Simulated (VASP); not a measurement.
Runs of VASP 6.6.1 on I. The structure is monoclinic, space group C2/m (No. 12). Conventional cell: a = 5.077 Å, b = 7.413 Å, c = 2.880 Å, α = 90.00°, β = 124.24°, γ = 90.00°. I (site symmetry 2/m) has 2 I at 2.88 Å within 3.8 Å. 

| level | potentials or basis | spin | k mesh | cutoff (eV) | smearing | gap on the mesh (eV) | pressure (GPa) | moment (μB) |
| --- | --- | --- | --- | --- | --- | --- | --- | --- |
| PBE | VASP PAW PBE potentials, release 64 (I) | off | 4 × 4 × 6 | 520 | gaussian 0.1 eV | none | 0.9 | - |
| LDA | VASP PAW LDA potentials, release 64 (I) | off | 4 × 4 × 6 | 500 | gaussian 0.28 eV | none | (a) | - |
| LDA | VASP PAW LDA potentials, release 64 (I) | off | 4 × 4 × 6 | 500 | gaussian 0.1 eV | none | -1.4 | - |
| PBE | VASP PAW PBE potentials, release 64 (I) | collinear, ferromagnetic start | 2 × 2 × 4 | 500 | gaussian 0.1 eV | none | 3.5 | 0.24 |
| PBE | VASP PAW PBE potentials, release 64 (I) | off | 5 × 5 × 7 | 500 | gaussian 0.1 eV | none | 0.9 | - |
| PBE | VASP PAW PBE potentials, release 64 (I) | off | 2 × 2 × 4 | 520 | tetrahedron | none | 5.3 | - |
| LDA | VASP PAW LDA potentials, release 64 (I) | off | 4 × 4 × 6 | 520 | gaussian 0.1 eV | none | -1.4 | - |
| PBE | VASP PAW PBE potentials, release 64 (I) | collinear, zero start | 2 × 2 × 2, shifted | 520 | gaussian 0.1 eV | none | (b) | 0.00 |
| PBE | VASP PAW PBE potentials, release 64 (I) | off | 5 × 3 × 7 | 520 | gaussian 0.1 eV | none | 0.9 | - |
| PBE | VASP PAW PBE potentials, release 64 (I) | off | 4 × 4 × 6 | 500 | methfessel-paxton 0.0061 eV | none | 0.8 | - |
| PBE | VASP PAW PBE potentials, release 64 (I) | off | 4 × 4 × 6 | 500 | methfessel-paxton 0.015 eV | none | 0.8 | - |

Alike in all rows: task single point; cell as given.

Q: Estimate the missing entries.

A: (a) -1.3; (b) 0.5.

Caveats: all runs use coarse meshes; spin-orbit coupling is left out, which moves the levels of the heavy elements; an odd number of electrons without spin polarisation forces a metal (some runs); a magnetic or distorted state may lie lower (some runs).

A k mesh can miss the band edges, and the runs leave out spin-orbit coupling on I.

A gap of «none» marks levels without a gap at the run's occupations.
